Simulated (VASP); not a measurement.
Ti2O, 3 atoms in the cell. The typed cell holds 3 atoms: a = 2.944 Å, b = 2.921 Å, c = 4.708 Å, α = 88.48°, β = 91.82°, γ = 119.47°. 

- Program: VASP 6.6.1
- Task: single point
- Functional: r2SCAN
- Potentials or basis: VASP PAW PBE potentials, release 64 (Ti_sv, O)
- Cutoff: 660 eV
- k mesh: 4 × 4 × 2
- Occupations: gaussian, width 0.1 eV
- Spin: no spin polarisation
- Dipole correction: no
- Further INCAR settings: ALGO = Normal; EDIFF = 1e-06; NBANDS = 22

Potentials or basis: VASP PAW PBE potentials, release 64 (Ti_sv, O).

Launch:

```sh
$ cat potpaw_PBE.64/Ti_sv/POTCAR potpaw_PBE.64/O/POTCAR > POTCAR
$ cp INCAR.step1 INCAR
$ mpirun -np 1 vasp_std > vasp.out
$ cp INCAR.step2 INCAR
$ mpirun -np 1 vasp_std > vasp.out
```

Hardware: 1 thread of Intel Xeon 8259CL, on a shared host.

Problem. How long does it take, and how much memory?

Solution. Run time: 2.5 min on 1 thread of Intel Xeon 8259CL, on a shared host, peak memory 0.18 GiB. Counts: k points 20.
